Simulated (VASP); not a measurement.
A run of VASP 6.6.1:

The input POSCAR:

```
Mo
1.0
    2.2465567020      0.0000000000      0.0000000000
    0.0000000000      2.2465567020      0.0000000000
    0.0000000000      0.0000000000      2.2465567020
Mo
1
Direct
    0.0000000000      0.0000000000      0.0000000000
```

The input INCAR.step1:

```
SYSTEM = Mo
ALGO = Normal
EDIFF = 1E-6
ENCUT = 520
GGA = CA
ISIF = 2
ISMEAR = -1
LASPH = .TRUE.
LCHARG = .TRUE.
LMAXMIX = 4
LREAL = .FALSE.
LWAVE = .FALSE.
NBANDS = 13
NELM = 60
PREC = Accurate
SIGMA = 0.05
```

The input KPOINTS.step1:

```
k-points
0
G
  17 17 17
  0 0 0
```

Contents of INCAR.step2:

```
SYSTEM = Mo
ALGO = Normal
EDIFF = 1E-6
ENCUT = 520
GGA = CA
ICHARG = 11
ISIF = 2
ISMEAR = -5
LASPH = .TRUE.
LCHARG = .FALSE.
LMAXMIX = 4
LORBIT = 10
LREAL = .FALSE.
LWAVE = .FALSE.
NEDOS = 2001
NELM = 60
PREC = Accurate
SIGMA = 0.05
```

The input KPOINTS.step2:

```
k-points
0
G
  26 26 26
  0 0 0
```

Potentials or basis: VASP PAW LDA potentials, release 64 (Mo_sv).

Command:

```console
$ cat potpaw_LDA.64/Mo_sv/POTCAR > POTCAR
$ cp INCAR.step1 INCAR
$ cp KPOINTS.step1 KPOINTS
$ mpirun -np 1 vasp_std > vasp.out
$ cp INCAR.step2 INCAR
$ cp KPOINTS.step2 KPOINTS
$ mpirun -np 1 vasp_std > vasp.out
```

Hardware: 1 thread of AMD EPYC 9R14 (Zen 4), with other jobs on the host.

Estimate the wall time of this run.

It took 32 s on 1 thread of AMD EPYC 9R14 (Zen 4), with other jobs on the host, peak memory 0.15 GiB. Counts: k points 560.
